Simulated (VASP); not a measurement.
Lu3AlAs4, 8 atoms in the cell. It takes space group P4/mmm (No. 123, tetragonal). The conventional cell has a = 3.976 Å, b = 3.976 Å, c = 11.297 Å, α = 90.00°, β = 90.00°, γ = 90.00°. Lu (site symmetry 4mm) has 6 As at 2.81 to 2.84 Å within 3.7 Å. Lu (site symmetry 4/mmm) has 6 As at 2.81 to 2.91 Å within 3.7 Å. Al (site symmetry 4/mmm) has 6 As at 2.74 to 2.81 Å within 3.6 Å. Within 3.6 Å of As (site symmetry 4mm) lie 1 Al at 2.74 Å and 5 Lu at 2.81 to 2.91 Å. As (site symmetry 4/mmm) has 2 Lu at 2.81 Å and 4 Al at 2.81 Å within 3.7 Å. Within 3.7 Å of As (site symmetry 4/mmm) lie 6 Lu at 2.81 to 2.84 Å. 

- Program: VASP 6.6.1
- Task: single point
- Functional: PBE
- Potentials or basis: VASP PAW PBE potentials, release 64 (Lu, Al, As)
- Cutoff: 520 eV
- k mesh: 8 × 8 × 4
- Occupations: gaussian, width 0.1 eV
- Spin: no spin polarisation
- Dipole correction: no
- Further INCAR settings: ALGO = Normal; EDIFF = 1e-06; NBANDS = 59

Potentials or basis: VASP PAW PBE potentials, release 64 (Lu, Al, As).

Run with:

```bash
$ cat potpaw_PBE.64/Lu/POTCAR potpaw_PBE.64/Al/POTCAR potpaw_PBE.64/As/POTCAR > POTCAR
$ mpirun -np 1 vasp_std > vasp.out
```

Hardware: 1 thread of Intel Xeon 8259CL, on a shared host.

**Question.** How long does it take, and how much memory?

**Answer.** Run time: 21 min on 1 thread of Intel Xeon 8259CL (shared host), peak memory 0.54 GiB. Counts: scf iterations 15, k points 45.
